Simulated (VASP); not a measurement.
Input of a VASP 6.6.1 run:

Contents of INCAR:

```
SYSTEM = PbSe
PREC = Accurate
ENCUT = 500
EDIFF = 1E-6
ISMEAR = -1
SIGMA = 0.05
LREAL = .False.
LASPH = .True.
NELM = 120
ALGO = Normal
ISIF = 2
LWAVE = .False.
LCHARG = .False.
GGA = PS
NBANDS = 17
GGA_COMPAT = .False.
```

KPOINTS

```
Automatic mesh
0
Gamma
  6 6 6
  0 0 0
```

Contents of POSCAR:

```
PbSe
1.0
    3.8093824522      0.0000000000      0.0000000000
    0.0000000000      3.8093824522      0.0000000000
    0.0000000000      0.0000000000      3.8093824522
Pb Se
1 1
Direct
    0.0000000000      0.0000000000      0.0000000000
    0.5000000000      0.5000000000      0.5000000000
```

Potentials or basis: VASP PAW PBE potentials, release 64 (Pb_d, Se).

The run is started by

```bash
$ cat potpaw_PBE.64/Pb_d/POTCAR potpaw_PBE.64/Se/POTCAR > POTCAR
$ mpirun -np 1 vasp_std > vasp.out
```

Problem. What does it give for the pressure?

Solution. -4.0 GPa.

Problem. Predict the band gap on the k mesh.

Solution. Zero (band 10 reaches 5.08 eV, above the bottom of band 11 at 4.38 eV).

Caveat: the PAW data sets were made with another functional, which shifts forces and pressure a little; spin-orbit coupling is left out, which moves the levels of the heavy elements.
